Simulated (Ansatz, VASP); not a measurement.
## GaP: VASP beside Ansatz

The input INCAR:

```
PREC = Accurate
ENCUT = 500
EDIFF = 1E-7
ISMEAR = 0
SIGMA = 0.02
LREAL = False
LASPH = True
NELM = 120
ALGO = Normal
ISIF = 3
LWAVE = False
LCHARG = False
GGA = PE
IVDW = 12
IBRION = 2
NSW = 100
EDIFFG = -0.01
GGA_COMPAT = False
NELMIN = 4
```

File KPOINTS:

```
Automatic mesh
0
Gamma
  8 8 8
```

Contents of POSCAR:

```
GaP
1.0
    0.0000000000      2.7258124400      2.7258124400
    2.7258124400      0.0000000000      2.7258124400
    2.7258124400      2.7258124400      0.0000000000
Ga P
1 1
Direct
    0.0000000000      0.0000000000      0.0000000000
    0.2500000000      0.2500000000      0.2500000000
```

Input for Ansatz:

```yaml
crystal:
  lattice:
    - [0.0, 2.72581244, 2.72581244]
    - [2.72581244, 0.0, 2.72581244]
    - [2.72581244, 2.72581244, 0.0]
  atoms:
    - { symbol: Ga, position: [0.0, 0.0, 0.0] }
    - { symbol: P, position: [0.25, 0.25, 0.25] }
basis:
  ecutwfc: 420
kpoints:
  mp_grid: { grid: [8, 8, 8] }
hamiltonian:
  xc: pbe
  dispersion: d3bj
scf:
  occupations: { method: gaussian, width: 0.02 }
output:
  forces: true
  stress: true
  eigenvalues: true
relax:
  adjacent_minimum: "off"
  f_tol: 0.01
  max_steps: 80
  cell: { stress_tol: 0.05 }
```

Alike in both runs: task relaxation of cell and atoms; functional PBE; dispersion D3(BJ); k mesh 8 × 8 × 8; occupations gaussian, width 0.02 eV; no spin polarisation.

```csv
,VASP,Ansatz
version,VASP 6.6.1,Ansatz 0.2.0
potentials or method,"VASP PAW PBE potentials, release 64 (Ga_d, P), cutoff 500 eV","scalar-relativistic, plane waves, PAW"
valence electrons in the cell,18,18
```

VASP gave:

```
gap on the k mesh at the Fermi level, each at its own relaxed structure (eV) : 1.64
relaxed volume (Å³/atom)                                                     : 20.18
relaxed cell length with the largest relative difference (Å)                 : 3.850
```

Question: What did Ansatz give for the same quantities?

Answer: gap on the k mesh at the Fermi level, each at its own relaxed structure (eV): 1.64; relaxed volume (Å³/atom): 20.19; relaxed cell length with the largest relative difference (Å): 3.851.
